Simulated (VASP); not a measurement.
Write the native input for VASP 6.6.1 that does the following.

```
Task                   : relaxation of cell and atoms
Functional             : LDA
Potentials or basis    : VASP PAW LDA potentials, release 64 (Ti_sv, Al)
Cutoff                 : 600 eV
k mesh                 : 12 × 12 × 4
Occupations            : fermi-dirac, width 0.15 eV
Spin                   : no spin polarisation
Dipole correction      : no
Further INCAR settings : ALGO = Fast; EDIFF = 1e-06; IBRION = 2; EDIFFG = -0.001; NSW = 80; ISIF = 3
```

The structure of Ti3Al lies in POSCAR:

```
Ti3Al
1.0
    2.8603930216      0.0000000000      0.0000000000
   -1.4301965108      2.4771730215      0.0000000000
    0.0000000000      0.0000000000      9.0481301876
Ti Al
3 1
Direct
    0.6666666667      0.3333333333      0.0000000000
    0.3333333333      0.6666666667      0.7515873925
    0.3333333333      0.6666666667      0.2484126075
    0.6666666667      0.3333333333      0.5000000000
```

One way to write it, as run:

INCAR

```
PREC = Accurate
ENCUT = 600
EDIFF = 1E-6
ISMEAR = -1
SIGMA = 0.15
LREAL = False
LASPH = True
NELM = 100
ALGO = Fast
ISIF = 3
LWAVE = False
LCHARG = False
IBRION = 2
NSW = 80
EDIFFG = -0.001
```

KPOINTS

```
regular mesh
0
Gamma
  12 12 4
```

Potentials or basis: VASP PAW LDA potentials, release 64 (Ti_sv, Al).

Launch:

```bash
$ cat potpaw_LDA.64/Ti_sv/POTCAR potpaw_LDA.64/Al/POTCAR > POTCAR
$ mpirun -np 1 vasp_std > vasp.out
```

Results of the run:

* Relaxed volume: 16.05 Å³/atom
* Relaxed cell: a = 2.855 Å, b = 2.855 Å, c = 9.092 Å, α = 90.00°, β = 90.00°, γ = 120.00°
* Space group after relaxing (to 0.1 Å): P-6m2 (No. 187)
* Energy gained by relaxing: 0.3 meV/atom
* Ionic steps: 24
* Pressure after relaxing: 0.0 GPa
* Band gap on the k mesh: zero (an odd number of electrons rules out a gap without spin polarisation)

Caveat: the highest band is partly filled, so the run has too few bands.

Run time: 15 min on 1 thread of AMD EPYC 9R45 96-Core Processor (Zen 5), with other jobs on the host, peak memory 0.2 GiB.
